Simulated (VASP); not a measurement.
# Cs (Im-3m) in VASP: notebook

Aim: see how the results for Cs move with the level of theory and the settings. Levels: r2SCAN0, pbesol exchange, pbe correlation. Tasks: electric field gradients, single point.

Program: VASP 6.6.1. These are calculated values, not measurements. Logs are shortened: lines on timing, memory, paths and dates and some standing lists are left out, and cuts for length are marked.

### 1 The cell of the first run

Symmetry: Im-3m, No. 229, cubic system. The conventional cell has a = 6.257 Å, b = 6.257 Å, c = 6.257 Å, α = 90.00°, β = 90.00°, γ = 90.00°.

### 2 Electric field gradients, r2SCAN0

POSCAR

```
Cs
1.0
   -3.1284650600      3.1284650600      3.1284650600
    3.1284650600     -3.1284650600      3.1284650600
    3.1284650600      3.1284650600     -3.1284650600
Cs
1
Direct
    0.0000000000      0.0000000000      0.0000000000
```

INCAR.step1

```
PREC = Accurate
ENCUT = 440
ISMEAR = 1
SIGMA = 0.05
LREAL = F
LASPH = T
NELM = 120
ALGO = Normal
ISIF = 2
LWAVE = T
LCHARG = F
GGA = PE
EDIFF = 1E-5
NBANDS = 10
GGA_COMPAT = F
```

INCAR.step2

```
PREC = Accurate
ENCUT = 440
EDIFF = 1E-8
ISMEAR = 1
SIGMA = 0.05
LREAL = F
LASPH = T
NELM = 120
ALGO = Normal
ISIF = 2
LWAVE = F
LCHARG = F
METAGGA = R2SCAN
LHFCALC = T
AEXX = 0.25
LMIXTAU = T
PRECFOCK = Normal
LEFG = T
ISTART = 1
NBANDS = 10
GGA_COMPAT = F
```

KPOINTS

```
regular mesh
0
Gamma
  4 4 4
```

Potentials or basis: VASP PAW PBE potentials, release 64 (Cs_sv).

The run is started by

```console
> cat potpaw_PBE.64/Cs_sv/POTCAR > POTCAR
> cp INCAR.step1 INCAR
> mpirun -np 1 vasp_std > vasp.out
> cp INCAR.step2 INCAR
> mpirun -np 1 vasp_std > vasp.out
```

OUTCAR:

```text
PREC = Accurate
   ENCUT = 440
   EDIFF = 1E-8
   ISMEAR = 1
   LREAL = F
   LASPH = T
   NELM = 120
   ISIF = 2
   METAGGA = R2SCAN
   LHFCALC = T
   AEXX = 0.25
   PRECFOCK = Normal
   ISTART = 1

 ion  position               nearest neighbor table
   1  0.000  0.000  0.000-

  LATTYP: Found a body centered cubic cell.
 ALAT       =     6.2569301200

  Lattice vectors:

 A1 = (  -3.1284650600,   3.1284650600,   3.1284650600)
 A2 = (   3.1284650600,  -3.1284650600,   3.1284650600)
 A3 = (   3.1284650600,   3.1284650600,  -3.1284650600)

Analysis of symmetry for initial positions (statically):
=====================================================================
 Subroutine PRICEL returns:
 Original cell was already a primitive cell.

 Routine SETGRP: Setting up the symmetry group for a
 body centered cubic supercell.

 Subroutine GETGRP returns: Found 48 space group operations
 (whereof 48 operations were pure point group operations)
 out of a pool of 48 trial point group operations.

The static configuration has the point symmetry O_h .

Analysis of symmetry for dynamics (positions and initial velocities):
=====================================================================
 Subroutine PRICEL returns:
 Original cell was already a primitive cell.

 Routine SETGRP: Setting up the symmetry group for a
 body centered cubic supercell.

 Subroutine GETGRP returns: Found 48 space group operations
 (whereof 48 operations were pure point group operations)
 out of a pool of 48 trial point group operations.

The dynamic configuration has the point symmetry O_h .

 Subroutine INISYM returns: Found 48 space group operations
 (whereof 48 operations are pure point group operations),
 and found     1 'primitive' translations

----------------------------------------------------------------------------------------

                                     Primitive cell

  volume of cell :     122.4768

  direct lattice vectors                    reciprocal lattice vectors
    -3.128465060  3.128465060  3.128465060     0.000000000  0.159822785  0.159822785
     3.128465060 -3.128465060  3.128465060     0.159822785  0.000000000  0.159822785
     3.128465060  3.128465060 -3.128465060     0.159822785  0.159822785  0.000000000

  length of vectors
     5.418660434  5.418660434  5.418660434     0.226023551  0.226023551  0.226023551

  position of ions in fractional coordinates (direct lattice)
     0.000000000  0.000000000  0.000000000

  ion indices of the primitive-cell ions
   primitive index   ion index
                 1           1

----------------------------------------------------------------------------------------

 KPOINTS: regular mesh

Automatic generation of k-mesh.
 Grid dimensions read from file:
 generate k-points for:    4    4    4

 Generating k-lattice:

  Cartesian coordinates                     Fractional coordinates (reciprocal lattice)
     0.000000000  0.039955696  0.039955696     0.250000000  0.000000000  0.000000000
     0.039955696  0.000000000  0.039955696     0.000000000  0.250000000  0.000000000
     0.039955696  0.039955696  0.000000000     0.000000000  0.000000000  0.250000000

  Length of vectors
     0.056505888  0.056505888  0.056505888

  Shift w.r.t. Gamma in fractional coordinates (k-lattice)
     0.000000000  0.000000000  0.000000000

 Subroutine IBZKPT returns following result:
 ===========================================

 Found      8 irreducible k-points:

 Following reciprocal coordinates:
            Coordinates               Weight
  0.000000  0.000000  0.000000      1.000000
  0.250000  0.000000  0.000000     12.000000
  0.500000  0.000000  0.000000      6.000000
  0.250000  0.250000  0.000000     24.000000
  0.250000  0.250000  0.250000      2.000000
 -0.250000  0.250000  0.250000      6.000000
  0.500000  0.500000  0.250000     12.000000
  0.500000  0.500000  0.500000      1.000000
   k-points           NKPTS =      8   k-points in BZ     NKDIM =     64   number of bands    NBANDS=     10
   number of dos      NEDOS =    301   number of ions     NIONS =      1
   total plane-waves  NPLWV =  64000
   dimension x,y,z NGX =    40 NGY =   40 NGZ =   40
   dimension x,y,z NGXF=    80 NGYF=   80 NGZF=   80
   ions per type =               1
   NGX,Y,Z   is equivalent  to a cutoff of  12.27, 12.27, 12.27 a.u.
   NGXF,Y,Z  is equivalent  to a cutoff of  24.54, 24.54, 24.54 a.u.
 SYSTEM =  unknown system
   PREC   = accura    normal or accurate (medium, high low for compatibility)
   ISTART =      1    job   : 0-new  1-cont  2-samecut
   ICHARG =      0    charge: 1-file 2-atom 10-const
   ISPIN  =      1    spin polarized calculation?
   LNONCOLLINEAR =      F non collinear calculations
   LSORBIT =      F    spin-orbit coupling
   LASPH  =      T    aspherical Exc in radial PAW
   ENCUT  =  440.0 eV  32.34 Ry    5.69 a.u.   9.27  9.27  9.27*2*pi/ulx,y,z
   NELM   =    120;   NELMIN=  2; NELMDL=  0     # of ELM steps
   EDIFF  = 0.1E-07   stopping-criterion for ELM
   LREAL  =      F    real-space projection
   EDIFFG = 0.1E-06   stopping-criterion for IOM
   NSW    =      0    number of steps for IOM
   IBRION =     -1    ionic relax: 0-MD 1-quasi-New 2-CG
   NFREE  =      0    steps in history (QN), initial steepest desc. (CG)
   ISIF   =      2    stress and relaxation
   ISYM   =      3    0-nonsym 1-usesym 2-fastsym
   POTIM  = 0.5000    time-step for ionic-motion
   TEBEG  =    0.0;   TEEND  =   0.0 temperature during run
   PSTRESS=    0.0 pullay stress
   NELECT =       9.0000    total number of electrons
   NUPDOWN=      -1.0000    fix difference up-down
   EMIN   =  10.00;   EMAX   =-10.00  energy-range for DOS
   EFERMI =   0.00;   METHOD = LEGACY
   ISMEAR =     1;   SIGMA  =   0.05  broadening in eV -4-tet -1-fermi 0-gaus
   EFERMI_NEDOS =   21; number of points for ismear=-14 and -15
   IALGO  =     38    algorithm
   IMIX   =      1    mixing-type and parameters
     AMIX     =   0.40;   BMIX     =  1.00
     AMIX_MAG =   1.60;   BMIX_MAG =  1.00
  volume/ion in A,a.u.               =     122.48       826.51
  Fermi-wavevector in a.u.,A,eV,Ry     =   0.685706  1.295796  6.397353  0.470192
  Thomas-Fermi vector in A             =   1.765724
   LORBIT       =      0    0 simple, 1 ext, 2 COOP (PROOUT), +10 PAW based schemes
   METAGGA = R2SCAN    functional components
   LHFCALC =     T    Hartree Fock is set to
   PRECFOCK=normal    Normal, Fast or Accurate (Low or Medium for compatibility)
   ENCUT4O =  -1.0   cutoff for four orbital integrals eV
   NKREDX  =     1    reduce k-point grid by
   NKREDY  =     1    reduce k-point grid by
   NKREDZ  =     1    reduce k-point grid by
   AEXX    =    0.2500 exact exchange contribution
   HFSCREEN=    0.0000 screening length (either q_TF or 0.3 A-1)
   HFSCREENC=   0.0000 screening length for correlation (either q_TF or 0.3 A-1)
   ENCUTFOCK=  -1.0 apply spherical cutoff to Coloumb kernel
   IVDW    =     0    specifies the selected vdW correction
   LEPSILON=     F    determine dielectric tensor
   LRPA    =     F    only Hartree local field effects (RPA)
 non-spin polarized calculation
 Methfessel and Paxton  Order N= 1 SIGMA  =   0.05
  energy-cutoff  :      440.00
  volume of cell :      122.48
 maximum number of plane-waves:      2608
 NGX is ok and might be reduce to    40
  NGX = 28; NGY = 28; NGZ = 28

 number of electron       8.9999999 magnetization

 Free energy of the ion-electron system (eV)
  ---------------------------------------------------
  ext. energy  EPLUGINS =         0.00000000
  ---------------------------------------------------
  free energy    TOTEN  =       -19.23735192 eV

  energy without entropy =      -19.23210113  energy(sigma->0) =      -19.23560165

 E-fermi :   0.3758     XC(G=0):  -4.3429

 val. band max:        0.3733007514   @ k =   0.2500   0.2500   0.0000
 cond. band min:       0.8362994592   @ k =   0.5000   0.0000   0.0000
 fundamental gap:      0.4629987078
 Fermi energy:         0.3757658182

 k-point     1 :       0.0000    0.0000    0.0000
  band No.  band energies     occupation
      1     -26.6758      2.00000
      2     -12.1377      2.00000
      3     -12.1377      2.00000
      4     -12.1377      2.00000
      5      -1.9915      2.00000
      6       3.7711      0.00000
      7       3.7711      0.00000
      8       3.7711      0.00000
      9       4.6343      0.00000
     10       4.6343      0.00000
[... 79 lines left out ...]
 k-point     8 :       0.5000    0.5000    0.5000
  band No.  band energies     occupation
      1     -26.6657      2.00000
      2     -12.2200      2.00000
      3     -12.2200      2.00000
      4     -12.2200      2.00000
      5       1.5993      0.00000
      6       1.5993      0.00000
      7       3.9077      0.00000
      8       3.9077      0.00000
      9       3.9077      0.00000
     10       5.6847      0.00000

------------------------ aborting loop because EDIFF is reached ----------------------------------------

  FORCE on cell =-STRESS in cart. coord.  units (eV):
  Direction    XX          YY          ZZ          XY          YZ          ZX
  --------------------------------------------------------------------------------------
  -------------------------------------------------------------------------------------
  Total        0.0690477      0.0690477      0.0690477      0.0000000     -0.0000000     -0.0000000
  in kB        0.9032452      0.9032452      0.9032452      0.0000000     -0.0000000     -0.0000000
  external PRESSURE =       0.9032452 kB  Pullay stress =       0.0000000 kB

 VOLUME and BASIS-vectors are now :
 -----------------------------------------------------------------------------
  energy-cutoff  :      440.00
  volume of cell :      122.48
      direct lattice vectors                 reciprocal lattice vectors
    -3.128465060  3.128465060  3.128465060     0.000000000  0.159822785  0.159822785
     3.128465060 -3.128465060  3.128465060     0.159822785  0.000000000  0.159822785
     3.128465060  3.128465060 -3.128465060     0.159822785  0.159822785  0.000000000

 POSITION                                       TOTAL-FORCE (eV/Angst)
 -----------------------------------------------------------------------------------
      0.00000      0.00000      0.00000         0.000000      0.000000      0.000000
 -----------------------------------------------------------------------------------
    total drift:                               -0.000000     -0.000000     -0.000000

  FREE ENERGIE OF THE ION-ELECTRON SYSTEM (eV)
  ---------------------------------------------------
  free  energy   TOTEN  =       -19.2373519158 eV

  energy  without entropy=      -19.2321011292  energy(sigma->0) =      -19.23560165

 Electric field gradients (V/A^2)
---------------------------------------------------------------------
 ion       V_xx      V_yy      V_zz      V_xy      V_xz      V_yz
---------------------------------------------------------------------
   1      -0.000     0.000     0.000     0.000     0.000     0.000
---------------------------------------------------------------------

 Electric field gradients after diagonalization (V/A^2)
 (convention: |V_zz| > |V_xx| > |V_yy|)
----------------------------------------------------------------------
 ion       V_xx      V_yy      V_zz     asymmetry (V_yy - V_xx)/ V_zz
----------------------------------------------------------------------
   1      -0.000    -0.000     0.001       0.000
----------------------------------------------------------------------

           NMR quadrupolar parameters

 Cq : quadrupolar parameter    Cq=e*Q*V_zz/h
 eta: asymmetry parameters     (V_yy - V_xx)/ V_zz
 Q  : nuclear electric quadrupole moment in mb (millibarn)
----------------------------------------------------------------------
 ion       Cq(MHz)       eta       Q (mb)
----------------------------------------------------------------------
   1       0.000       0.000       1.000
----------------------------------------------------------------------
```

Wall time 3.8 min (1 thread of Intel Xeon Platinum 8488C (Sapphire Rapids), shared host); peak memory 0.26 GiB.

What came out:

- Free energy: -19.2374 eV
- Pressure: 0.1 GPa
- Band gap on the k mesh: zero (an odd number of electrons rules out a gap without spin polarisation)
- Largest electric field gradient by atom: zero within the noise of the run

Caveat: the PAW data sets were made with another functional, which shifts forces and pressure a little; spin-orbit coupling is left out, which moves the levels of the heavy elements.

### 3 Single point, pbesol exchange, pbe correlation

POSCAR is that of step 2.

INCAR.step1

```
  ALGO = Normal
  EDIFF = 1E-6
  ENCUT = 400
  GGA = LIBXC
  GGA_COMPAT = False
  ISIF = 2
  ISMEAR = -5
  LASPH = True
  LCHARG = True
  LIBXC1 = GGA_X_PBE_SOL
  LIBXC2 = GGA_C_PBE
  LORBIT = 11
  LREAL = False
  LWAVE = False
  NBANDS = 10
  NEDOS = 2001
  NELM = 120
  PREC = Accurate
  SIGMA = 0.05
```

KPOINTS.step1

```
k-points
0
Gamma
  6 6 6
```

INCAR.step2

```
  ALGO = Normal
  EDIFF = 1E-6
  ENCUT = 400
  GGA = LIBXC
  GGA_COMPAT = False
  ICHARG = 11
  ISIF = 2
  ISMEAR = -5
  LASPH = True
  LCHARG = False
  LIBXC1 = GGA_X_PBE_SOL
  LIBXC2 = GGA_C_PBE
  LORBIT = 11
  LREAL = False
  LWAVE = False
  NEDOS = 2001
  NELM = 120
  PREC = Accurate
  SIGMA = 0.05
```

KPOINTS.step2

```
k-points
0
Gamma
  9 9 9
```

Potentials or basis: VASP PAW PBE potentials, release 64 (Cs_sv).

The run is started by

```console
> cat potpaw_PBE.64/Cs_sv/POTCAR > POTCAR
> cp INCAR.step1 INCAR
> cp KPOINTS.step1 KPOINTS
> mpirun -np 1 vasp_std > vasp.out
> cp INCAR.step2 INCAR
> cp KPOINTS.step2 KPOINTS
> mpirun -np 1 vasp_std > vasp.out
```

OUTCAR:

```text
EDIFF = 1E-6
   ENCUT = 400
   GGA = LIBXC
   ICHARG = 11
   ISIF = 2
   ISMEAR = -5
   LASPH = True
   LORBIT = 11
   LREAL = False
   NELM = 120
   PREC = Accurate

 ion  position               nearest neighbor table
   1  0.000  0.000  0.000-

  LATTYP: Found a body centered cubic cell.
 ALAT       =     6.2569301200

  Lattice vectors:

 A1 = (  -3.1284650600,   3.1284650600,   3.1284650600)
 A2 = (   3.1284650600,  -3.1284650600,   3.1284650600)
 A3 = (   3.1284650600,   3.1284650600,  -3.1284650600)

Analysis of symmetry for initial positions (statically):
=====================================================================
 Subroutine PRICEL returns:
 Original cell was already a primitive cell.

 Routine SETGRP: Setting up the symmetry group for a
 body centered cubic supercell.

 Subroutine GETGRP returns: Found 48 space group operations
 (whereof 48 operations were pure point group operations)
 out of a pool of 48 trial point group operations.

[... 165 lines left out ...]
 fundamental gap:      0.0882905645
 Fermi energy:         0.2834026037

 k-point     1 :       0.0000    0.0000    0.0000
  band No.  band energies     occupation
      1     -23.5590      2.00000
      2     -10.3014      2.00000
      3     -10.3014      2.00000
      4     -10.3014      2.00000
      5      -1.3465      2.00000
      6       2.7953      0.00000
      7       2.7953      0.00000
      8       2.7953      0.00000
[... 243 lines left out ...]
 k-point    24 :      -0.4444   -0.4444    0.1111
  band No.  band energies     occupation
      1     -23.5531      2.00000
      2     -10.4010      2.00000
      3     -10.3548      2.00000
      4     -10.3190      2.00000
      5       0.6908     -0.09452
      6       1.0298      0.00000
      7       1.8959      0.00000
      8       2.8801      0.00000

 [... further k-points ...]

------------------------ aborting loop because EDIFF is reached ----------------------------------------

  FORCE on cell =-STRESS in cart. coord.  units (eV):
  Direction    XX          YY          ZZ          XY          YZ          ZX
  --------------------------------------------------------------------------------------
  -------------------------------------------------------------------------------------
  Total       -0.1227626     -0.1227626     -0.1227626      0.0000000     -0.0000000      0.0000000
  in kB       -1.6059151     -1.6059151     -1.6059151      0.0000000     -0.0000000      0.0000000
  external PRESSURE =      -1.6059151 kB  Pullay stress =       0.0000000 kB

 VOLUME and BASIS-vectors are now :
 -----------------------------------------------------------------------------
  energy-cutoff  :      400.00
  volume of cell :      122.48
      direct lattice vectors                 reciprocal lattice vectors
    -3.128465060  3.128465060  3.128465060     0.000000000  0.159822785  0.159822785
     3.128465060 -3.128465060  3.128465060     0.159822785  0.000000000  0.159822785
     3.128465060  3.128465060 -3.128465060     0.159822785  0.159822785  0.000000000

 POSITION                                       TOTAL-FORCE (eV/Angst)
 -----------------------------------------------------------------------------------
      0.00000      0.00000      0.00000         0.000000     -0.000000      0.000000
 -----------------------------------------------------------------------------------
    total drift:                               -0.000000      0.000000      0.000000

  FREE ENERGIE OF THE ION-ELECTRON SYSTEM (eV)
  ---------------------------------------------------
  free  energy   TOTEN  =        -0.9598457140 eV

  energy  without entropy=       -0.9598457140  energy(sigma->0) =       -0.95984571

 total charge

# of ion       s       p       d       tot
------------------------------------------
    1        1.869   4.689   0.007   6.565
```

OUTCAR.step1:

```text
EDIFF = 1E-6
   ENCUT = 400
   GGA = LIBXC
   ISIF = 2
   ISMEAR = -5
   LASPH = True
   LORBIT = 11
   LREAL = False
   NELM = 120
[... 415 lines left out ...]
      0.00000      0.00000      0.00000        -0.000000      0.000000      0.000000
 -----------------------------------------------------------------------------------
    total drift:                               -0.000000      0.000000      0.000000

  FREE ENERGIE OF THE ION-ELECTRON SYSTEM (eV)
  ---------------------------------------------------
  free  energy   TOTEN  =        -0.9635055315 eV

  energy  without entropy=       -0.9635055315  energy(sigma->0) =       -0.96350553

 total charge

# of ion       s       p       d       tot
------------------------------------------
    1        1.869   4.689   0.007   6.565
```

OSZICAR.step1:

```text
N       E                     dE             d eps       ncg     rms          rms(c)
DAV:   1     0.504237104903E+02    0.50424E+02   -0.26586E+03   320   0.518E+02
DAV:   2     0.371373533261E+01   -0.46710E+02   -0.45774E+02   398   0.993E+01
DAV:   3    -0.901017357226E+00   -0.46148E+01   -0.46108E+01   374   0.381E+01
DAV:   4    -0.961585486386E+00   -0.60568E-01   -0.60581E-01   416   0.534E+00
DAV:   5    -0.961824273206E+00   -0.23879E-03   -0.23911E-03   418   0.304E-01    0.156E-01
DAV:   6    -0.962583409546E+00   -0.75914E-03   -0.15939E-03   394   0.229E-01    0.109E-01
DAV:   7    -0.963458759061E+00   -0.87535E-03   -0.50543E-03   338   0.440E-01    0.331E-02
DAV:   8    -0.963504737929E+00   -0.45979E-04   -0.11796E-04   356   0.737E-02    0.482E-03
DAV:   9    -0.963505531547E+00   -0.79362E-06   -0.64328E-06   488   0.146E-02
   1 F= -.96350553E+00 E0= -.96350553E+00  d E =0.000000E+00
```

Run time: 21 s. Hardware: 1 thread of Intel Xeon Platinum 8259CL at 2.50GHz (Skylake/Cascade Lake), shared host; peak memory 0.2 GiB.

Results:

```
Valence electrons inside the program's atomic spheres : Cs 6.57
```

Caveat: the PAW data sets were made with another functional, which shifts forces and pressure a little; spin-orbit coupling is left out, which moves the levels of the heavy elements; tetrahedron occupations give inexact forces and stress in metals.
